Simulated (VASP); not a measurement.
# Sc5Te (P4/mmm) in VASP: notebook

Runs on Sc5Te. Level: PBE. Tasks: single point.

Everything below comes from runs of VASP 6.6.1. Logs are shortened: lines on timing, memory, paths and dates and some standing lists are left out, and cuts for length are marked.

## (1) The cell of the first run

It takes space group P4/mmm (No. 123, tetragonal). Conventional cell: a = 3.778 Å, b = 3.778 Å, c = 10.073 Å, α = 90.00°, β = 90.00°, γ = 90.00°. Sc (site symmetry 4mm) has 13 Sc at 3.16 to 3.78 Å and 1 Te at 3.34 Å within 4.2 Å. Sc (site symmetry 4mm) has 4 Te at 3.10 Å and 10 Sc at 3.16 to 3.78 Å within 4.1 Å. Sc (site symmetry 4/mmm) has 14 Sc at 3.16 to 3.78 Å within 4.2 Å. Te (site symmetry 4/mmm) has 10 Sc at 3.10 to 3.34 Å and 4 Te at 3.78 Å within 4.1 Å.

The cell was generated, and may not be a known phase.

## (2) Single point, PBE

File INCAR:

```
  ALGO = Fast
  EDIFF = 1E-6
  ENCUT = 520
  GGA = PE
  ISIF = 2
  ISMEAR = 0
  LASPH = True
  LCHARG = True
  LELF = True
  LREAL = False
  LVHAR = True
  LWAVE = False
  NBANDS = 40
  NELM = 60
  PREC = Accurate
  SIGMA = 0.1
```

File KPOINTS:

```
k-points
0
Gamma
  6 6 2
```

File POSCAR:

```
Sc5Te
1.0
    3.7780069170      0.0000000000      0.0000000000
    0.0000000000      3.7780069170      0.0000000000
    0.0000000000      0.0000000000     10.0728787094
Sc Te
5 1
Direct
    0.5000000000      0.5000000000      0.3320643633
    0.5000000000      0.5000000000      0.6679356367
    0.0000000000      0.0000000000      0.1568729725
    0.0000000000      0.0000000000      0.8431270275
    0.0000000000      0.0000000000      0.5000000000
    0.5000000000      0.5000000000      0.0000000000
```

Potentials or basis: VASP PAW PBE potentials, release 64 (Sc_sv, Te).

Launch:

```console
$ cat potpaw_PBE.64/Sc_sv/POTCAR potpaw_PBE.64/Te/POTCAR > POTCAR
$ mpirun -np 1 vasp_std > vasp.out
```

OUTCAR:

```text
EDIFF = 1E-6
   ENCUT = 520
   GGA = PE
   ISIF = 2
   ISMEAR = 0
   LASPH = True
   LREAL = False
   NELM = 60
   PREC = Accurate

 ion  position               nearest neighbor table
   1  0.500  0.500  0.332-   5 3.16   5 3.16   5 3.16   5 3.16   3 3.20   3 3.20   3 3.20   3 3.20
                             6 3.34   2 3.38
   2  0.500  0.500  0.668-   5 3.16   5 3.16   5 3.16   5 3.16   4 3.20   4 3.20   4 3.20   4 3.20
                             6 3.34   1 3.38
   3  0.000  0.000  0.157-   6 3.10   6 3.10   6 3.10   6 3.10   4 3.16   1 3.20   1 3.20   1 3.20
                             1 3.20
   4  0.000  0.000  0.843-   6 3.10   6 3.10   6 3.10   6 3.10   3 3.16   2 3.20   2 3.20   2 3.20
                             2 3.20
   5  0.000  0.000  0.500-   1 3.16   2 3.16   1 3.16   2 3.16   1 3.16   2 3.16   1 3.16   2 3.16

   6  0.500  0.500  0.000-   3 3.10   4 3.10   3 3.10   4 3.10   3 3.10   4 3.10   3 3.10   4 3.10
                             1 3.34   2 3.34

  LATTYP: Found a simple tetragonal cell.
 ALAT       =     3.7780069170
 C/A-ratio  =     2.6661885303

  Lattice vectors:

 A1 = (   3.7780069170,   0.0000000000,   0.0000000000)
 A2 = (   0.0000000000,   3.7780069170,   0.0000000000)
 A3 = (   0.0000000000,   0.0000000000,  10.0728787094)

Analysis of symmetry for initial positions (statically):
=====================================================================
 Subroutine PRICEL returns:
 Original cell was already a primitive cell.

 Routine SETGRP: Setting up the symmetry group for a
 simple tetragonal supercell.

 Subroutine GETGRP returns: Found 16 space group operations
 (whereof 16 operations were pure point group operations)
 out of a pool of 16 trial point group operations.

The static configuration has the point symmetry D_4h.

Analysis of symmetry for dynamics (positions and initial velocities):
=====================================================================
 Subroutine PRICEL returns:
 Original cell was already a primitive cell.

 Routine SETGRP: Setting up the symmetry group for a
 simple tetragonal supercell.

 Subroutine GETGRP returns: Found 16 space group operations
 (whereof 16 operations were pure point group operations)
[... 103 lines left out ...]
   ENCUT  =  520.0 eV  38.22 Ry    6.18 a.u.   7.02  7.02 18.73*2*pi/ulx,y,z
   NELM   =     60;   NELMIN=  2; NELMDL= -5     # of ELM steps
   EDIFF  = 0.1E-05   stopping-criterion for ELM
   LREAL  =      F    real-space projection
   EDIFFG = 0.1E-04   stopping-criterion for IOM
   NSW    =      0    number of steps for IOM
   IBRION =     -1    ionic relax: 0-MD 1-quasi-New 2-CG
   NFREE  =      0    steps in history (QN), initial steepest desc. (CG)
   ISIF   =      2    stress and relaxation
   ISYM   =      2    0-nonsym 1-usesym 2-fastsym
   POTIM  = 0.5000    time-step for ionic-motion
   TEBEG  =    0.0;   TEEND  =   0.0 temperature during run
   PSTRESS=    0.0 pullay stress
   NELECT =      61.0000    total number of electrons
   NUPDOWN=      -1.0000    fix difference up-down
   EMIN   =  10.00;   EMAX   =-10.00  energy-range for DOS
   EFERMI =   0.00;   METHOD = LEGACY
   ISMEAR =     0;   SIGMA  =   0.10  broadening in eV -4-tet -1-fermi 0-gaus
   EFERMI_NEDOS =   21; number of points for ismear=-14 and -15
   IALGO  =     68    algorithm
   IMIX   =      4    mixing-type and parameters
     AMIX     =   0.40;   BMIX     =  1.00
     AMIX_MAG =   1.60;   BMIX_MAG =  1.00
  volume/ion in A,a.u.               =      23.96       161.71
  Fermi-wavevector in a.u.,A,eV,Ry     =   1.230151  2.324648 20.589307  1.513271
  Thomas-Fermi vector in A             =   2.365011
   LORBIT       =      0    0 simple, 1 ext, 2 COOP (PROOUT), +10 PAW based schemes
   GGA     = PE    functional components
   LHFCALC =     F    Hartree Fock is set to
   AEXX    =    0.0000 exact exchange contribution
   IVDW    =     0    specifies the selected vdW correction
   LEPSILON=     F    determine dielectric tensor
   LRPA    =     F    only Hartree local field effects (RPA)
 non-spin polarized calculation
 RMM-DIIS sequential band-by-band and
 Gauss-broadening in eV      SIGMA  =   0.10
  energy-cutoff  :      520.00
  volume of cell :      143.77
 maximum number of plane-waves:      3908
   NGX = 15   NGY = 15   NGZ = 37

 number of electron      61.0000016 magnetization

 Free energy of the ion-electron system (eV)
  ---------------------------------------------------
  ext. energy  EPLUGINS =         0.00000000
  ---------------------------------------------------
  free energy    TOTEN  =       -36.42999237 eV

  energy without entropy =      -36.38653311  energy(sigma->0) =      -36.40826274

 E-fermi :   5.1649     XC(G=0): -10.1218

 val. band max:        5.1588847339   @ k =   0.5000   0.3333   0.0000
 cond. band min:       5.1882588280   @ k =   0.5000   0.3333   0.5000
 fundamental gap:      0.0293740941
 Fermi energy:         5.1649176295

 k-point     1 :       0.0000    0.0000    0.0000
  band No.  band energies     occupation
      1     -44.5477      2.00000
      2     -44.5316      2.00000
      3     -44.4220      2.00000
      4     -44.3231      2.00000
      5     -44.3125      2.00000
      6     -23.2282      2.00000
[... 849 lines left out ...]
     39       7.1339      0.00000
     40       7.6925      0.00000

------------------------ aborting loop because EDIFF is reached ----------------------------------------

  FORCE on cell =-STRESS in cart. coord.  units (eV):
  Direction    XX          YY          ZZ          XY          YZ          ZX
  --------------------------------------------------------------------------------------
  -------------------------------------------------------------------------------------
  Total        0.0829089      0.0829089      0.2258116      0.0000000      0.0000000      0.0000000
  in kB        0.9239167      0.9239167      2.5163892      0.0000000      0.0000000      0.0000000
  external PRESSURE =       1.4547408 kB  Pullay stress =       0.0000000 kB

 VOLUME and BASIS-vectors are now :
 -----------------------------------------------------------------------------
  energy-cutoff  :      520.00
  volume of cell :      143.77
      direct lattice vectors                 reciprocal lattice vectors
     3.778006917  0.000000000  0.000000000     0.264689828  0.000000000  0.000000000
     0.000000000  3.778006917  0.000000000     0.000000000  0.264689828  0.000000000
     0.000000000  0.000000000 10.072878709     0.000000000  0.000000000  0.099276486

 POSITION                                       TOTAL-FORCE (eV/Angst)
 -----------------------------------------------------------------------------------
      1.88900      1.88900      3.34484        -0.000000     -0.000000     -0.012703
      1.88900      1.88900      6.72803         0.000000      0.000000      0.012703
      0.00000      0.00000      1.58016        -0.000000      0.000000      0.016605
      0.00000      0.00000      8.49272         0.000000      0.000000     -0.016605
      0.00000      0.00000      5.03644        -0.000000      0.000000      0.000000
      1.88900      1.88900      0.00000        -0.000000      0.000000      0.000000
 -----------------------------------------------------------------------------------
    total drift:                                0.000000      0.000000      0.000000

  FREE ENERGIE OF THE ION-ELECTRON SYSTEM (eV)
  ---------------------------------------------------
  free  energy   TOTEN  =       -36.4299923699 eV

  energy  without entropy=      -36.3865331143  energy(sigma->0) =      -36.40826274
```

OSZICAR:

```text
N       E                     dE             d eps       ncg     rms          rms(c)
DAV:   1     0.123047937415E+04    0.12305E+04   -0.26260E+04  1600   0.156E+03
DAV:   2     0.725751465674E+02   -0.11579E+04   -0.11411E+04  2144   0.722E+02
DAV:   3    -0.348674580772E+02   -0.10744E+03   -0.10330E+03  2616   0.284E+02
[... 13 lines left out ...]
RMM:  17    -0.364299810592E+02   -0.12825E-04   -0.15204E-04  1914   0.341E-02    0.360E-03
RMM:  18    -0.364299879958E+02   -0.69365E-05   -0.63370E-05  1774   0.211E-02    0.200E-03
RMM:  19    -0.364299904759E+02   -0.24801E-05   -0.27370E-05  1660   0.139E-02    0.141E-03
RMM:  20    -0.364299918540E+02   -0.13781E-05   -0.13207E-05  1566   0.120E-02    0.126E-03
RMM:  21    -0.364299923699E+02   -0.51590E-06   -0.59212E-06  1489   0.852E-03
   1 F= -.36429992E+02 E0= -.36408263E+02  d E =-.434593E-01
```

Wall time 3.8 min (1 thread of Oxide Virtual Turin-like, shared host); peak memory 0.26 GiB.

Results:

* Free energy: -36.4300 eV
* Pressure: 0.1 GPa
* Largest force: 0.017 eV/Å
* Band gap on the k mesh: zero (an odd number of electrons rules out a gap without spin polarisation)

Forces on the atoms (eV/Å):
```
Sc   0.000  0.000 -0.013
Sc   0.000  0.000  0.013
Sc   0.000  0.000  0.017
Sc   0.000  0.000 -0.017
Sc   0.000  0.000  0.000
Te   0.000  0.000  0.000
```

Caveat: spin-orbit coupling is left out, which moves the levels of the heavy elements.

## (3) Single point, PBE

This run uses another cell than the first one, of 22.43 Å³/atom.

File INCAR:

```
PREC = Accurate ; ENCUT = 520
EDIFF = 1E-6 ; ISMEAR = 0
SIGMA = 0.1 ; LREAL = False
LASPH = True ; NELM = 60
ALGO = Normal ; ISIF = 2
LWAVE = False ; LCHARG = False
GGA = PE ; NBANDS = 40
```

File KPOINTS:

```
Automatic mesh
0
Gamma
  6 6 2
```

File POSCAR:

```
Sc5Te
1.0
    3.1671843300      0.0000000000      0.0000000000
    0.0000000000      3.1671843300      0.0000000000
    0.0000000000      0.0000000000     13.4160908500
Sc Te
5 1
Direct
    0.5000000000      0.5000000000      0.3344822800
    0.5000000000      0.5000000000      0.6655177200
    0.0000000000      0.0000000000      0.1759868000
    0.0000000000      0.0000000000      0.8240132000
    0.0000000000      0.0000000000      0.5000000000
    0.5000000000      0.5000000000      0.0000000000
```

Potentials or basis: VASP PAW PBE potentials, release 64 (Sc_sv, Te).

Launch:

```console
$ cat potpaw_PBE.64/Sc_sv/POTCAR potpaw_PBE.64/Te/POTCAR > POTCAR
$ mpirun -np 1 vasp_std > vasp.out
```

OUTCAR:

```text
PREC = Accurate
   ENCUT = 520
   EDIFF = 1E-6
   ISMEAR = 0
   LREAL = False
   LASPH = True
   NELM = 60
   ISIF = 2
   GGA = PE

 ion  position               nearest neighbor table
   1  0.500  0.500  0.334-   3 3.09   3 3.09   3 3.09   3 3.09   5 3.15   5 3.15   5 3.15   5 3.15

   2  0.500  0.500  0.666-   4 3.09   4 3.09   4 3.09   4 3.09   5 3.15   5 3.15   5 3.15   5 3.15

   3  0.000  0.000  0.176-   1 3.09   1 3.09   1 3.09   1 3.09   6 3.25   6 3.25   6 3.25   6 3.25

   4  0.000  0.000  0.824-   2 3.09   2 3.09   2 3.09   2 3.09   6 3.25   6 3.25   6 3.25   6 3.25
[... 1065 lines left out ...]
  -------------------------------------------------------------------------------------
  Total        7.0651754      7.0651754      3.8838802      0.0000000     -0.0000000     -0.0000000
  in kB       84.1125616     84.1125616     46.2384997      0.0000000     -0.0000000     -0.0000000
  external PRESSURE =      71.4878743 kB  Pullay stress =       0.0000000 kB

 VOLUME and BASIS-vectors are now :
 -----------------------------------------------------------------------------
  energy-cutoff  :      520.00
  volume of cell :      134.58
      direct lattice vectors                 reciprocal lattice vectors
     3.167184330  0.000000000  0.000000000     0.315737859  0.000000000  0.000000000
     0.000000000  3.167184330  0.000000000     0.000000000  0.315737859  0.000000000
     0.000000000  0.000000000 13.416090850     0.000000000  0.000000000  0.074537360

 POSITION                                       TOTAL-FORCE (eV/Angst)
 -----------------------------------------------------------------------------------
      1.58359      1.58359      4.48744        -0.000000     -0.000000      0.043803
      1.58359      1.58359      8.92865         0.000000      0.000000     -0.043803
      0.00000      0.00000      2.36105        -0.000000     -0.000000     -0.684745
      0.00000      0.00000     11.05504        -0.000000     -0.000000      0.684745
      0.00000      0.00000      6.70805        -0.000000     -0.000000      0.000000
      1.58359      1.58359      0.00000        -0.000000     -0.000000      0.000000
 -----------------------------------------------------------------------------------
    total drift:                                0.000000     -0.000000      0.000000

  FREE ENERGIE OF THE ION-ELECTRON SYSTEM (eV)
  ---------------------------------------------------
  free  energy   TOTEN  =       -34.8389002748 eV

  energy  without entropy=      -34.7925654626  energy(sigma->0) =      -34.81573287
```

OSZICAR:

```text
N       E                     dE             d eps       ncg     rms          rms(c)
DAV:   1     0.123939836289E+04    0.12394E+04   -0.26527E+04  1600   0.159E+03
DAV:   2     0.707035610384E+02   -0.11687E+04   -0.11513E+04  2184   0.724E+02
DAV:   3    -0.330417923558E+02   -0.10375E+03   -0.99525E+02  2608   0.284E+02
DAV:   4    -0.388554883120E+02   -0.58137E+01   -0.54902E+01  2696   0.571E+01
DAV:   5    -0.390519936311E+02   -0.19651E+00   -0.19160E+00  2664   0.121E+01    0.154E+01
DAV:   6    -0.396003222338E+02   -0.54833E+00   -0.37894E+01  2464   0.331E+01    0.129E+01
DAV:   7    -0.361315748891E+02    0.34687E+01   -0.24175E+01  2680   0.282E+01    0.765E+00
DAV:   8    -0.354801688878E+02    0.65141E+00   -0.15141E+01  2360   0.170E+01    0.479E+00
DAV:   9    -0.348592625757E+02    0.62091E+00   -0.23177E+00  2392   0.109E+01    0.231E+00
DAV:  10    -0.348685916545E+02   -0.93291E-02   -0.58258E-01  2424   0.446E+00    0.132E+00
DAV:  11    -0.348419876620E+02    0.26604E-01   -0.19892E-01  2368   0.311E+00    0.651E-01
DAV:  12    -0.348397714538E+02    0.22162E-02   -0.13750E-02  2504   0.806E-01    0.263E-01
DAV:  13    -0.348389557727E+02    0.81568E-03   -0.39913E-03  2320   0.318E-01    0.121E-01
DAV:  14    -0.348389155021E+02    0.40271E-04   -0.62527E-04  2664   0.173E-01    0.322E-02
DAV:  15    -0.348389027630E+02    0.12739E-04   -0.52566E-05  2632   0.436E-02    0.176E-02
DAV:  16    -0.348389008988E+02    0.18641E-05   -0.24270E-05  2200   0.389E-02    0.696E-03
DAV:  17    -0.348389002748E+02    0.62405E-06   -0.88893E-06  2080   0.249E-02
   1 F= -.34838900E+02 E0= -.34815733E+02  d E =-.463348E-01
```

Wall time 3.3 min (1 thread of Oxide Virtual Turin-like, shared host); peak memory 0.23 GiB.

Results:

```yaml
Free_energy: -34.8389 eV
Pressure: 7.1 GPa
Largest_force: 0.685 eV/Å
Band_gap_on_the_k_mesh: zero (an odd number of electrons rules out a gap without spin polarisation)
```

Forces on the atoms (eV/Å):
```
Sc   0.000  0.000  0.044
Sc   0.000  0.000 -0.044
Sc   0.000  0.000 -0.685
Sc   0.000  0.000  0.685
Sc   0.000  0.000  0.000
Te   0.000  0.000  0.000
```

Levels at points of the mesh, in eV from the Fermi level:
| k point | band 27 | band 28 | band 29 | band 30 | band 31 | band 32 | band 33 | band 34 |
| --- | --- | --- | --- | --- | --- | --- | --- | --- |
| (0.00, 0.00, 0.00) | -0.97 | -0.76 | -0.49 | 0.01 | 0.24 | 0.24 | 1.00 | 1.56 |
| (0.50, 0.00, 0.00) | -1.67 | -1.08 | 0.30 | 0.30 | 0.36 | 0.55 | 1.01 | 1.06 |
| (0.50, 0.50, 0.00) | -1.02 | -0.67 | -0.67 | -0.67 | -0.14 | -0.14 | 0.11 | 0.11 |
| (0.00, 0.00, 0.50) | -1.06 | -0.75 | -0.53 | 0.06 | 0.24 | 0.24 | 0.95 | 1.58 |
| (0.50, 0.00, 0.50) | -1.67 | -1.06 | 0.30 | 0.31 | 0.35 | 0.55 | 1.06 | 1.18 |
| (0.50, 0.50, 0.50) | -1.15 | -0.94 | -0.60 | -0.60 | -0.39 | -0.39 | 0.28 | 0.53 |

Caveat: the cell stands under pressure; spin-orbit coupling is left out, which moves the levels of the heavy elements.

## (4) Single point, PBE

File INCAR:

```
PREC = Accurate
ENCUT = 520
EDIFF = 1E-7
ISMEAR = 0
SIGMA = 0.1
LREAL = F
LASPH = T
NELM = 60
ALGO = Fast
ISIF = 2
LWAVE = F
LCHARG = F
GGA = PE
NBANDS = 40
```

File KPOINTS:

```
regular mesh
0
Gamma
  10 10 4
```

File POSCAR:

```
Sc5Te
1.0
    3.7868007360      0.0000000000      0.0000000000
    0.0000000000      3.7868007360      0.0000000000
    0.0000000000      0.0000000000     10.0421334520
Sc Te
5 1
Direct
    0.5000000000      0.5000000000      0.3329780522
    0.5000000000      0.5000000000      0.6670219478
    0.0000000000      0.0000000000      0.1576156147
    0.0000000000      0.0000000000      0.8423843853
    0.0000000000      0.0000000000      0.5000000000
    0.5000000000      0.5000000000      0.0000000000
```

Launch:

```console
$ cat potpaw_PBE.64/Sc_sv/POTCAR potpaw_PBE.64/Te/POTCAR > POTCAR
$ mpirun -np 1 vasp_std > vasp.out
```

Wall time 13 min (1 thread of Oxide Virtual Turin-like, shared host); peak memory 0.4 GiB.

It converged, with:

* Free energy: -36.4338 eV
* Pressure: 0.1 GPa
* Largest force: 0.008 eV/Å
* Band gap on the k mesh: zero (an odd number of electrons rules out a gap without spin polarisation)

Forces on the atoms (eV/Å):
```
Sc   0.000  0.000 -0.003
Sc   0.000  0.000  0.003
Sc   0.000  0.000  0.008
Sc   0.000  0.000 -0.008
Sc   0.000  0.000  0.000
Te   0.000  0.000  0.000
```

Levels at points of the mesh, in eV from the Fermi level:
```
           k point  band 27  band 28  band 29  band 30  band 31  band 32  band 33  band 34
(0.00, 0.00, 0.00)    -1.29    -1.27    -0.78    -0.44    -0.07     1.15     1.26     1.26
(0.50, 0.00, 0.00)    -1.69    -1.49    -0.51     0.16     0.35     0.37     0.48     0.58
(0.50, 0.50, 0.00)    -0.42    -0.25    -0.25    -0.14    -0.14    -0.03    -0.03     0.13
(0.00, 0.00, 0.50)    -1.10    -1.10    -0.91    -0.63     0.48     1.20     1.32     1.35
(0.50, 0.00, 0.50)    -1.82    -1.61    -0.34     0.11     0.17     0.18     0.44     0.50
(0.50, 0.50, 0.50)    -0.97    -0.29    -0.29    -0.18    -0.18     0.02     0.02     0.52
```

Caveat: spin-orbit coupling is left out, which moves the levels of the heavy elements.

## (5) Overview

```tsv
cell	k mesh	gap on the mesh (eV)	pressure (GPa)	largest force (eV/Å)
a = 3.778, b = 3.778, c = 10.073 Å, 6 atoms, atomic positions A	6 × 6 × 2	none	0.1	0.02
a = 3.167, b = 3.167, c = 13.416 Å, 6 atoms, atomic positions B	6 × 6 × 2	none	7.1	0.68
a = 3.787, b = 3.787, c = 10.042 Å, 6 atoms, atomic positions C	10 × 10 × 4	none	0.1	0.01
```

Alike in all rows: task single point; level PBE; potentials or basis VASP PAW PBE potentials, release 64 (Sc_sv, Te); no spin polarisation; cutoff (eV) 520; smearing gaussian 0.1 eV.

Caveats: spin-orbit coupling is left out, which moves the levels of the heavy elements; the cell stands under pressure (at least some runs).

Absolute energies hang on the potentials; compare differences alone.

The gap in the log of VASP goes by the Fermi energy; the results here count the filled bands.